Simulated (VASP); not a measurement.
**Mo: single point with PBE**

Crystal: Mo.

```xyz
1
Lattice="-1.4453 1.4453 1.6338 1.4453 -1.4453 1.6338 1.4453 1.4453 -1.6338" Properties=species:S:1:pos:R:3 pbc="T T T"
Mo    0.0000    0.0000    0.0000
```

This cell differs from its parent crystal: strain -0.080 along x and y, +0.040 along z.

```yaml
Program: VASP 6.6.1
Task: single point
Functional: PBE
Potentials_or_basis: VASP PAW PBE potentials, release 64 (Mo_sv)
Cutoff: 520 eV
k_mesh: 22 × 22 × 22
Occupations: gaussian, width 0.15 eV
Spin: no spin polarisation
```

* Pressure: 53.7 GPa
* Band gap on the k mesh: zero (bands 7 and 8 overlap by 5.79 eV)

Stress tensor (GPa, compression positive):
```
66.80  0.00  0.00
 0.00 66.80  0.00
 0.00  0.00 27.44
```

Levels at points of the mesh, in eV from the Fermi level:
```csv
k point,band 5,band 6,band 7,band 8,band 9,band 10
"(0.00, 0.00, 0.00)",-7.61,-1.98,-1.98,-0.47,0.73,2.70
"(0.50, 0.00, 0.00)",-6.07,-3.42,0.62,1.97,3.21,5.48
"(0.50, 0.50, 0.00)",-6.38,-5.08,3.08,3.37,3.56,5.95
"(0.50, 0.50, 0.50)",-6.71,-6.35,4.53,5.03,5.03,8.16
```

It took 2.5 min on 1 thread of Intel Xeon 8259CL, on a shared host, peak memory 0.25 GiB.

Caveat: the cell differs from its parent crystal (strain -0.080 along x and y, +0.040 along z); the cell stands under pressure.
